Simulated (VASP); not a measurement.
# Al (Fm-3m) in VASP: notebook, part 2 of 2

VASP 6.6.1.

## 5. Single point, PBEsol

This run uses another cell than the first one, of 16.29 Å³/atom, 1.344 times its volume.

INCAR reads:

```
SYSTEM = Al
  PREC = Accurate
  ENCUT = 520
  EDIFF = 1E-6
  ISMEAR = 1
  SIGMA = 0.1
  LREAL = .FALSE.
  LASPH = .TRUE.
  NELM = 100
  ALGO = Normal
  ISIF = 2
  LWAVE = .FALSE.
  LCHARG = .FALSE.
  GGA = PS
  NBANDS = 8
```

KPOINTS reads:

```
regular mesh
0
G
  9 9 9
  0 0 0
```

POSCAR reads:

```
Al
1.0
    0.0000000000      2.0118478461      2.0118478461
    2.0118478461      0.0000000000      2.0118478461
    2.0118478461      2.0118478461      0.0000000000
Al
1
Direct
    0.0000000000      0.0000000000      0.0000000000
```

Potentials or basis: VASP PAW PBE potentials, release 64 (Al).

Started as:

```console
$ cat potpaw_PBE.64/Al/POTCAR > POTCAR
$ mpirun -np 1 vasp_std > vasp.out
```

OUTCAR:

```text
SYSTEM = Al
   PREC = Accurate
   ENCUT = 520
   EDIFF = 1E-6
   ISMEAR = 1
   LREAL = .FALSE.
   LASPH = .TRUE.
   NELM = 100
   ISIF = 2
   GGA = PS

 ion  position               nearest neighbor table
   1  0.000  0.000  0.000-

  LATTYP: Found a face centered cubic cell.
 ALAT       =     4.0236956922

  Lattice vectors:

 A1 = (   0.0000000000,   2.0118478461,   2.0118478461)
 A2 = (   2.0118478461,   0.0000000000,   2.0118478461)
 A3 = (   2.0118478461,   2.0118478461,   0.0000000000)

Analysis of symmetry for initial positions (statically):
=====================================================================
 Subroutine PRICEL returns:
 Original cell was already a primitive cell.

 Routine SETGRP: Setting up the symmetry group for a
 face centered cubic supercell.

 Subroutine GETGRP returns: Found 48 space group operations
 (whereof 48 operations were pure point group operations)
 out of a pool of 48 trial point group operations.

The static configuration has the point symmetry O_h .

Analysis of symmetry for dynamics (positions and initial velocities):
=====================================================================
 Subroutine PRICEL returns:
 Original cell was already a primitive cell.

 Routine SETGRP: Setting up the symmetry group for a
 face centered cubic supercell.

 Subroutine GETGRP returns: Found 48 space group operations
 (whereof 48 operations were pure point group operations)
 out of a pool of 48 trial point group operations.

The dynamic configuration has the point symmetry O_h .

 Subroutine INISYM returns: Found 48 space group operations
 (whereof 48 operations are pure point group operations),
 and found     1 'primitive' translations

----------------------------------------------------------------------------------------

                                     Primitive cell

  volume of cell :      16.2860

  direct lattice vectors                    reciprocal lattice vectors
     0.000000000  2.011847846  2.011847846    -0.248527741  0.248527741  0.248527741
     2.011847846  0.000000000  2.011847846     0.248527741 -0.248527741  0.248527741
     2.011847846  2.011847846  0.000000000     0.248527741  0.248527741 -0.248527741

  length of vectors
     2.845182509  2.845182509  2.845182509     0.430462674  0.430462674  0.430462674

  position of ions in fractional coordinates (direct lattice)
     0.000000000  0.000000000  0.000000000

  ion indices of the primitive-cell ions
   primitive index   ion index
                 1           1

----------------------------------------------------------------------------------------

 KPOINTS: regular mesh

Automatic generation of k-mesh.
 Grid dimensions read from file:
 generate k-points for:    9    9    9

 Generating k-lattice:

  Cartesian coordinates                     Fractional coordinates (reciprocal lattice)
    -0.027614193  0.027614193  0.027614193     0.111111111  0.000000000  0.000000000
     0.027614193 -0.027614193  0.027614193     0.000000000  0.111111111  0.000000000
     0.027614193  0.027614193 -0.027614193     0.000000000  0.000000000  0.111111111

  Length of vectors
     0.047829186  0.047829186  0.047829186

  Shift w.r.t. Gamma in fractional coordinates (k-lattice)
     0.000000000  0.000000000  0.000000000

 Subroutine IBZKPT returns following result:
 ===========================================

 Found     35 irreducible k-points:

 Following reciprocal coordinates:
            Coordinates               Weight
  0.000000  0.000000  0.000000      1.000000
  0.111111  0.000000  0.000000      8.000000
  0.222222  0.000000  0.000000      8.000000
  0.333333  0.000000  0.000000      8.000000
  0.444444  0.000000  0.000000      8.000000
  0.111111  0.111111  0.000000      6.000000
[... 16 lines left out ...]
 -0.333333  0.333333  0.000000     12.000000
  0.444444  0.444444  0.000000      6.000000
 [... further k-points ...]
   k-points           NKPTS =     35   k-points in BZ     NKDIM =     35   number of bands    NBANDS=      8
   number of dos      NEDOS =    301   number of ions     NIONS =      1
   total plane-waves  NPLWV =  13824
   dimension x,y,z NGX =    24 NGY =   24 NGZ =   24
   dimension x,y,z NGXF=    48 NGYF=   48 NGZF=   48
   ions per type =               1
   NGX,Y,Z   is equivalent  to a cutoff of  14.02, 14.02, 14.02 a.u.
   NGXF,Y,Z  is equivalent  to a cutoff of  28.05, 28.05, 28.05 a.u.
 SYSTEM =  Al
   PREC   = accura    normal or accurate (medium, high low for compatibility)
   ISTART =      0    job   : 0-new  1-cont  2-samecut
   ICHARG =      2    charge: 1-file 2-atom 10-const
   ISPIN  =      1    spin polarized calculation?
   LNONCOLLINEAR =      F non collinear calculations
   LSORBIT =      F    spin-orbit coupling
   LASPH  =      T    aspherical Exc in radial PAW
   ENCUT  =  520.0 eV  38.22 Ry    6.18 a.u.   5.29  5.29  5.29*2*pi/ulx,y,z
   NELM   =    100;   NELMIN=  2; NELMDL= -5     # of ELM steps
   EDIFF  = 0.1E-05   stopping-criterion for ELM
   LREAL  =      F    real-space projection
   EDIFFG = 0.1E-04   stopping-criterion for IOM
   NSW    =      0    number of steps for IOM
   IBRION =     -1    ionic relax: 0-MD 1-quasi-New 2-CG
   NFREE  =      0    steps in history (QN), initial steepest desc. (CG)
   ISIF   =      2    stress and relaxation
   ISYM   =      2    0-nonsym 1-usesym 2-fastsym
   POTIM  = 0.5000    time-step for ionic-motion
   TEBEG  =    0.0;   TEEND  =   0.0 temperature during run
   PSTRESS=    0.0 pullay stress
   NELECT =       3.0000    total number of electrons
   NUPDOWN=      -1.0000    fix difference up-down
   EMIN   =  10.00;   EMAX   =-10.00  energy-range for DOS
   EFERMI =   0.00;   METHOD = LEGACY
   ISMEAR =     1;   SIGMA  =   0.10  broadening in eV -4-tet -1-fermi 0-gaus
   EFERMI_NEDOS =   21; number of points for ismear=-14 and -15
   IALGO  =     38    algorithm
   IMIX   =      4    mixing-type and parameters
     AMIX     =   0.40;   BMIX     =  1.00
     AMIX_MAG =   1.60;   BMIX_MAG =  1.00
  volume/ion in A,a.u.               =      16.29       109.90
  Fermi-wavevector in a.u.,A,eV,Ry     =   0.931487  1.760255 11.805340  0.867668
  Thomas-Fermi vector in A             =   2.057985
   LORBIT       =      0    0 simple, 1 ext, 2 COOP (PROOUT), +10 PAW based schemes
   GGA     = PS    functional components
   LHFCALC =     F    Hartree Fock is set to
   AEXX    =    0.0000 exact exchange contribution
   IVDW    =     0    specifies the selected vdW correction
   LEPSILON=     F    determine dielectric tensor
   LRPA    =     F    only Hartree local field effects (RPA)
 non-spin polarized calculation
 Methfessel and Paxton  Order N= 1 SIGMA  =   0.10
  energy-cutoff  :      520.00
  volume of cell :       16.29
 maximum number of plane-waves:       452
 NGX is ok and might be reduce to    24
   NGX = 11   NGY = 11   NGZ = 11

 number of electron       3.0000000 magnetization

 Free energy of the ion-electron system (eV)
  ---------------------------------------------------
  ext. energy  EPLUGINS =         0.00000000
  ---------------------------------------------------
  free energy    TOTEN  =        -4.06088893 eV

  energy without entropy =       -4.05986582  energy(sigma->0) =       -4.06054789

 E-fermi :   8.0614     XC(G=0): -10.3038

 val. band max:        7.9478752022   @ k =   0.4444   0.4444   0.0000
 cond. band min:       8.0879648966   @ k =  -0.4444   0.3333   0.1111
 fundamental gap:      0.1400896944
 Fermi energy:         8.0614087092

 k-point     1 :       0.0000    0.0000    0.0000
  band No.  band energies     occupation
      1      -3.1332      2.00000
      2      20.7549      0.00000
      3      20.7549      0.00000
      4      20.7549      0.00000
      5      22.3458      0.00000
      6      22.3458      0.00000
      7      22.3458      0.00000
      8      24.6673      0.00000

 k-point     2 :       0.1111    0.0000    0.0000
  band No.  band energies     occupation
      1      -2.7951      2.00000
      2      17.0193      0.00000
      3      19.9533      0.00000
      4      19.9533      0.00000
      5      22.9612      0.00000
      6      23.6475      0.00000
      7      23.6475      0.00000
      8      26.0897      0.00000
[... 221 lines left out ...]
 k-point    23 :      -0.3333    0.3333    0.0000
  band No.  band energies     occupation
      1       4.7520      2.00000
      2       6.9940      2.00000
      3       8.4955     -0.00000
      4      15.4683      0.00000
      5      17.2412      0.00000
      6      26.9099      0.00000
      7      28.4616      0.00000
      8      28.4873      0.00000

 k-point    24 :       0.4444    0.4444    0.0000
  band No.  band energies     occupation
      1       3.8588      2.00000
      2       7.9479      2.06814
      3      13.4546      0.00000
      4      13.8305      0.00000
      5      13.8305      0.00000
      6      17.3671      0.00000
      7      33.1977      0.00000
      8      34.7812      0.00000

 [... further k-points ...]
[... 5 lines left out ...]
  --------------------------------------------------------------------------------------
  -------------------------------------------------------------------------------------
  Total       -0.0001799     -0.0001799     -0.0001799      0.0000000      0.0000000     -0.0000000
  in kB       -0.0177005     -0.0177005     -0.0177005      0.0000000      0.0000000     -0.0000000
  external PRESSURE =      -0.0177005 kB  Pullay stress =       0.0000000 kB

 VOLUME and BASIS-vectors are now :
 -----------------------------------------------------------------------------
  energy-cutoff  :      520.00
  volume of cell :       16.29
      direct lattice vectors                 reciprocal lattice vectors
     0.000000000  2.011847846  2.011847846    -0.248527741  0.248527741  0.248527741
     2.011847846  0.000000000  2.011847846     0.248527741 -0.248527741  0.248527741
     2.011847846  2.011847846  0.000000000     0.248527741  0.248527741 -0.248527741

 POSITION                                       TOTAL-FORCE (eV/Angst)
 -----------------------------------------------------------------------------------
      0.00000      0.00000      0.00000         0.000000      0.000000      0.000000
 -----------------------------------------------------------------------------------
    total drift:                                0.000000     -0.000000     -0.000000

  FREE ENERGIE OF THE ION-ELECTRON SYSTEM (eV)
  ---------------------------------------------------
  free  energy   TOTEN  =        -4.0608889256 eV

  energy  without entropy=       -4.0598658200  energy(sigma->0) =       -4.06054789
```

Wall time 1.9 s (1 thread of Intel Xeon 6975P-C (Granite Rapids), shared host); peak memory 0.13 GiB.

Results:

```yaml
Free_energy: -4.0609 eV
Pressure: 0.0 GPa
```

Levels at points of the mesh, in eV from the Fermi level:
```
           k point  band 1  band 2  band 3  band 4  band 5  band 6
(0.00, 0.00, 0.00)  -11.19   12.69   12.69   12.69   14.28   14.28
```

Caveat: the PAW data sets were made with another functional, which shifts forces and pressure a little.

## 6. Overview

```tsv
cell	gap on the mesh (eV)	pressure (GPa)
a = 2.578 Å, angles 60.0°, 1 atom	none	45.3
a = 2.713 Å, angles 60.0°, 1 atom	none	15.0
a = 2.635 Å, angles 60.0°, 1 atom	none	30.2
a = 2.845 Å, angles 60.0°, 1 atom	none	0.0
```

Alike in all rows: task single point; level PBEsol; potentials or basis VASP PAW PBE potentials, release 64 (Al); no spin polarisation; k mesh 9 × 9 × 9; cutoff (eV) 520; smearing methfessel-paxton 0.1 eV.

Caveats: the PAW data sets were made with another functional, which shifts forces and pressure a little.

Total energies depend on the potentials used, so only differences within one code and one set of settings carry meaning.
